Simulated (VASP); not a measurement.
Write the native input for VASP 6.6.1 that does the following.

```yaml
Task: single point
Functional: PBE
Potentials_or_basis: VASP PAW PBE potentials, release 64 (Li_sv, Tm_3, H), 4f in core
Cutoff: 650 eV
k_mesh: 10 × 10 × 6
Occupations: gaussian, width 0.1 eV
Spin: no spin polarisation
Dipole_correction: no
k_mesh_for_the_DOS: 15 × 15 × 9
Occupations_for_the_DOS: tetrahedron
Further_INCAR_settings: ALGO = Normal; EDIFF = 1e-06; NBANDS = 17
```

The system is LiTmH4.

```xyz
6
Lattice="3.5564 0.0000 0.0000 0.0000 3.5564 0.0000 0.0000 0.0000 4.9179" Properties=species:S:1:pos:R:3 pbc="T T T"
Li    0.0000    0.0000    0.0000
Tm    1.7782    1.7782    2.4590
H     1.7782    0.0000    3.6833
H     0.0000    1.7782    1.2346
H     1.7782    0.0000    1.2346
H     0.0000    1.7782    3.6833
```

The input as run:

POSCAR

```
LiTmH4
1.0
    3.5563874709      0.0000000000      0.0000000000
    0.0000000000      3.5563874709      0.0000000000
    0.0000000000      0.0000000000      4.9179278828
Li Tm H
1 1 4
Direct
    0.0000000000      0.0000000000      0.0000000000
    0.5000000000      0.5000000000      0.5000000000
    0.5000000000      0.0000000000      0.7489544072
    0.0000000000      0.5000000000      0.2510455928
    0.5000000000      0.0000000000      0.2510455928
    0.0000000000      0.5000000000      0.7489544072
```

INCAR.step1

```
ALGO = Normal
EDIFF = 1E-6
ENCUT = 650
GGA = PE
GGA_COMPAT = F
ISIF = 2
ISMEAR = 0
LASPH = T
LCHARG = T
LMAXMIX = 6
LORBIT = 11
LREAL = F
LWAVE = F
NBANDS = 17
NEDOS = 2001
NELM = 200
PREC = Accurate
SIGMA = 0.1
```

KPOINTS.step1

```
k-points
0
Gamma
  10 10 6
```

INCAR.step2

```
ALGO = Normal
EDIFF = 1E-6
ENCUT = 650
GGA = PE
GGA_COMPAT = F
ICHARG = 11
ISIF = 2
ISMEAR = -5
LASPH = T
LCHARG = F
LMAXMIX = 6
LORBIT = 11
LREAL = F
LWAVE = F
NBANDS = 17
NEDOS = 2001
NELM = 200
PREC = Accurate
SIGMA = 0.1
```

KPOINTS.step2

```
k-points
0
Gamma
  15 15 9
```

Potentials or basis: VASP PAW PBE potentials, release 64 (Li_sv, Tm_3, H), 4f in core.

The run is started by

```sh
$ cat potpaw_PBE.64/Li_sv/POTCAR potpaw_PBE.64/Tm_3/POTCAR potpaw_PBE.64/H/POTCAR > POTCAR
$ cp INCAR.step1 INCAR
$ cp KPOINTS.step1 KPOINTS
$ mpirun -np 1 vasp_std > vasp.out
$ cp INCAR.step2 INCAR
$ cp KPOINTS.step2 KPOINTS
$ mpirun -np 1 vasp_std > vasp.out
```

It gave:

```yaml
Valence_electrons_inside_the_program's_atomic_spheres: Li 2.05; Tm 8.51; H 0.56
```

Run time: 2.2 min on 1 thread of AMD EPYC 9R45 (Zen 5) (shared host), peak memory 0.36 GiB.
